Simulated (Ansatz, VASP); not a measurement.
# One calculation of Cu2H3, two programs

```
Cu H
1.0
     3.85359    0.00000    0.00000
    -1.92680    3.33731    0.00000
     0.00000    0.00000    3.46030
Cu H
2 3
Direct
  0.33333 0.66667 0.00000
  0.66667 0.33333 0.00000
  0.00000 0.00000 0.83973
  0.00000 0.00000 0.16027
  0.00000 0.00000 0.50000
```

Alike in both runs: task single point; functional PBE; k mesh 6 × 6 × 6; occupations gaussian, width 0.1 eV; no spin polarisation.

```csv
,VASP,Ansatz
version,VASP 6.6.1,Ansatz 0.2.0
potentials or method,"VASP PAW PBE potentials, release 64 (Cu, H), cutoff 520 eV","scalar-relativistic, plane waves, PAW"
valence electrons in the cell,25,41
```

Ansatz gave:

* gap on the k mesh at the Fermi level (eV): none
* pressure (GPa): 7.4
* traceless stress, the component that is largest in VASP (GPa): -14.90
* rms of the force components (eV/Å): 0.663

Question: What did VASP give for the same quantities?

Answer: gap on the k mesh at the Fermi level (eV): none; pressure (GPa): 7.6; traceless stress, the component that is largest in VASP (GPa): -15.09; rms of the force components (eV/Å): 0.659.

Atom by atom the forces differ by 0.004 eV/Å (rms over components). A gap of «none» marks a metal or a gap that the smearing closes. The functional is the same, so the differences come from potentials, cutoffs and numerics. VASP's potentials hold 25 valence electrons a cell and Ansatz's 41, so a difference there can come from the potentials and not from the codes.
